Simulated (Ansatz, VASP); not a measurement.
## CO2: VASP beside Ansatz

File INCAR:

```
PREC = Accurate
ENCUT = 520
EDIFF = 1E-6
ISMEAR = -1
SIGMA = 0.05
LREAL = False
LASPH = True
NELM = 80
ALGO = Normal
ISIF = 2
LWAVE = False
LCHARG = False
GGA = PS
NBANDS = 25
```

The input KPOINTS:

```
regular mesh
0
Gamma
  8 8 8
```

The input POSCAR:

```
CO2
1.0
   -1.9747270000      1.9747270000      2.9839174200
    1.9747270000     -1.9747270000      2.9839174200
    1.9747270000      1.9747270000     -2.9839174200
O C
4 2
Direct
    0.8750000000      0.9597980000      0.5847980000
    0.3750000000      0.2902020000      0.4152020000
    0.0402020000      0.6250000000      0.9152020000
    0.7097980000      0.1250000000      0.0847980000
    0.0000000000      0.0000000000      0.0000000000
    0.7500000000      0.2500000000      0.5000000000
```

The input input.yaml:

```yaml
crystal:
  lattice:
    - [-1.974727, 1.974727, 2.98391742]
    - [1.974727, -1.974727, 2.98391742]
    - [1.974727, 1.974727, -2.98391742]
  atoms:
    - { symbol: O, position: [0.875, 0.959798, 0.584798] }
    - { symbol: O, position: [0.375, 0.290202, 0.415202] }
    - { symbol: O, position: [0.040202, 0.625, 0.915202] }
    - { symbol: O, position: [0.709798, 0.125, 0.084798] }
    - { symbol: C, position: [0.0, 0.0, 0.0] }
    - { symbol: C, position: [0.75, 0.25, 0.5] }
hamiltonian:
  xc: pbesol
  pseudopotentials: { kind: paw }
kpoints:
  mp_grid: { grid: [8, 8, 8] }
  band_path:
    path:
      - [[0.0, 0.0, 0.0], [0.0, 0.0, 0.5], [-0.2189830665, 0.2189830665, 0.5], [-0.3594915333, 0.3594915333, 0.3594915333], [0.0, 0.0, 0.0], [0.5, 0.5, -0.5], [0.3594915333, 0.6405084667, -0.3594915333], [0.0, 0.5, 0.0], [0.25, 0.25, 0.25], [0.5, 0.5, -0.2189830665], [0.5, 0.5, -0.5]]
      - [[0.0, 0.0, 0.5], [0.25, 0.25, 0.25]]
    npoints: 14
scf:
  occupations: { method: fermi_dirac, width: 0.05 }
  n_extra_bands: 15
output:
  forces: true
  stress: true
  eigenvalues: true
  fatbands: false
```

Alike in both runs: functional PBEsol; k mesh 8 × 8 × 8; occupations fermi-dirac, width 0.05 eV; no spin polarisation.

|  | VASP | Ansatz |
| --- | --- | --- |
| version | VASP 6.6.1 | Ansatz 0.2.0 |
| potentials or method | VASP PAW PBE potentials, release 64 (O, C) | Ansatz PAW |
| plane-wave cutoff (eV) | 520 | 420 |
| valence electrons in the cell | 32 | 32 |
| task | single point | band structure |

```csv
,VASP,Ansatz,Ansatz less VASP
gap on the k mesh at the Fermi level (eV),7.54,7.61,+0.070
least direct gap on the mesh (eV),8.00,8.04,+0.043
pressure (GPa),-2.5,-4.1,-1.69
"traceless stress, the component that is largest in VASP (GPa)",-0.20,0.01,+0.206
rms of the force components (eV/Å),0.015,0.060,+0.0450
```

VASP's potentials were made for PBE, not for PBEsol. Atom by atom the forces differ by 0.045 eV/Å (rms over components). With one functional, cell and mesh, what is left measures potentials, basis and numerics.

Noted on Ansatz's run: Pulay correction over one GPa.
